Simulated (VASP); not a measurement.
A run of VASP 6.6.1 is set up as follows.

Contents of POSCAR:

```
Pb
1.0
    0.0000000000      2.4971628562      2.4971628562
    2.4971628562      0.0000000000      2.4971628562
    2.4971628562      2.4971628562      0.0000000000
Pb
1
Direct
    0.0000000000      0.0000000000      0.0000000000
```

The input INCAR.step1:

```
ALGO = Normal ; EDIFF = 1E-4
ENCUT = 520 ; GGA = PE
ISMEAR = 0 ; LASPH = True
LCHARG = False ; LREAL = False
LWAVE = True ; NBANDS = 13
NELM = 80 ; PREC = Accurate
SIGMA = 0.05
```

INCAR.step2

```
ALGO = Normal ; EDIFF = 1E-6
ENCUT = 520 ; ISIF = 2
ISMEAR = 0 ; ISTART = 1
LASPH = True ; LCHARG = True
LELF = True ; LMIXTAU = True
LREAL = False ; LVHAR = True
LWAVE = False ; METAGGA = R2SCAN
NBANDS = 13 ; NELM = 80
PREC = Accurate ; SIGMA = 0.05
```

Contents of KPOINTS:

```
k-points
0
Gamma
  14 14 14
```

Potentials or basis: VASP PAW PBE potentials, release 64 (Pb_d).

The run is started by

```sh
$ cat potpaw_PBE.64/Pb_d/POTCAR > POTCAR
$ cp INCAR.step1 INCAR
$ mpirun -np 1 vasp_std > vasp.out
$ cp INCAR.step2 INCAR
$ mpirun -np 1 vasp_std > vasp.out
```

(1) Estimate the pressure.

(2) Estimate the band gap on the k mesh.

## Answers

(1) 0.0 GPa.

(2) zero (bands 7 and 8 overlap by 9.05 eV).

Caveat: the PAW data sets were made with another functional, which shifts forces and pressure a little; spin-orbit coupling is left out, which moves the levels of the heavy elements.
